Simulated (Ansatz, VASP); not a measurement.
**One calculation of TaN, two programs**

```xyz
2
Lattice="0.0000 2.1790 2.1790 2.1790 0.0000 2.1790 2.1790 2.1790 0.0000" Properties=species:S:1:pos:R:3 pbc="T T T"
Ta    2.1790    2.1790    2.1790
N     0.0000    0.0000    0.0000
```

Alike in both runs: task single point; functional PBE; k mesh 16 × 16 × 16; occupations gaussian, width 0.05 eV; no spin polarisation.

```csv
,VASP,Ansatz
version,VASP 6.6.1,Ansatz 0.2.0
potentials or method,"VASP PAW PBE potentials, release 64 (Ta_sv_GW, N), cutoff 600 eV","scalar-relativistic, plane waves, PAW"
valence electrons in the cell,18,18
```

|  | VASP | Ansatz | Ansatz less VASP |
| --- | --- | --- | --- |
| pressure (GPa) | 14.6 | 14.6 | -0.06 |

Neither program's run includes spin-orbit coupling.
